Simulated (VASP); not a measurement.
**PtS2: single point with PBE+D3(BJ)**

The system is PtS2, a slab with vacuum.

```
S Pt
1.0
     3.54153    0.00000    0.00000
    -1.77076    3.06705    0.00000
     0.00000    0.00000   22.46706
S Pt
4 2
Direct
  0.66667 0.33333 0.20029
  0.33333 0.66667 0.31071
  0.33333 0.66667 0.46791
  0.66667 0.33333 0.57833
  0.00000 0.00000 0.25560
  0.00000 0.00000 0.52303
```

```json
{
 "Program": "VASP 6.6.1",
 "Task": "single point",
 "Functional": "PBE",
 "Dispersion": "D3(BJ)",
 "Potentials or basis": "VASP PAW PBE potentials, release 64 (S, Pt)",
 "Cutoff": "520 eV",
 "k mesh": "9 × 9 × 1",
 "Occupations": "gaussian, width 0.05 eV",
 "Spin": "no spin polarisation",
 "Dipole correction": "yes",
 "Further INCAR settings": "ALGO = Normal; EDIFF = 1e-06; NBANDS = 31"
}
```

```yaml
Largest_force: 0.041 eV/Å
Band_gap_on_the_k_mesh: 1.39 eV (least direct gap 1.50 eV)
Dispersion_energy_per_atom: -0.313 eV
```

Forces on the atoms (eV/Å):
```
S    0.000  0.000  0.041
S    0.000  0.000 -0.041
S    0.000  0.000  0.041
S    0.000  0.000 -0.041
Pt   0.000  0.000 -0.001
Pt   0.000  0.000  0.001
```

Levels at points of the mesh, in eV from the valence-band top:
```csv
k point,band 18,band 19,band 20,band 21,band 22,band 23,band 24,band 25,band 26,band 27
"(0.00, 0.00, 0.00)",-0.56,-0.56,-0.52,-0.52,-0.51,2.90,2.90,2.98,2.98,5.16
```

It took 4.2 min on 1 thread of Intel(R) Xeon(R) Platinum 8375C CPU @ 2.90GHz (Ice Lake) (shared host), peak memory 0.37 GiB.

Caveat: spin-orbit coupling is left out, which moves the levels of the heavy elements.
